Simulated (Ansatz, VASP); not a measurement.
# One calculation of Ba3W, two programs

```
CELL_PARAMETERS angstrom
-0.00012 6.08717 0.00000
0.00013 0.00000 6.08684
12.17423 -0.00023 0.00026
ATOMIC_POSITIONS crystal
Ba 0.99985 0.00012 0.24999
Ba 0.00009 0.99988 0.74999
Ba 0.49911 0.99958 0.50004
Ba 0.50087 0.00044 0.99997
Ba 0.99867 0.49972 0.50002
Ba 0.00140 0.50027 0.99998
W 0.00118 0.00037 0.99999
W 0.99885 0.99963 0.50002
```

Change from the starting cell: anti-ReO3 type (Pm-3m, No. 221); cell x2, atoms moved at random (sigma 0.1 Å) and cell strained at random (1.5 %), then relaxed without symmetry.

Alike in both runs: functional PBE; k mesh 4 × 4 × 2; occupations gaussian, width 0.1 eV; no spin polarisation.

Ansatz relaxed the structure, and its values are those at the end. VASP's run is a single point on that final structure, the one shown.

```csv
,VASP,Ansatz
version,VASP 6.6.1,Ansatz 0.2.0
potentials or method,"VASP PAW PBE potentials, release 64 (Ba_sv, W_sv), cutoff 500 eV","scalar-relativistic, plane waves, PAW"
valence electrons in the cell,88,88
```

VASP gave:

- gap on the k mesh at the Fermi level (eV): none
- pressure (GPa): 0.5

Task: Which values does Ansatz return?

Result: gap on the k mesh at the Fermi level (eV): none; pressure (GPa): 0.0.

A gap of «none» marks a metal or a gap that the smearing closes. The functional is the same, so the differences come from potentials, cutoffs and numerics.

Spin-orbit coupling is off throughout.
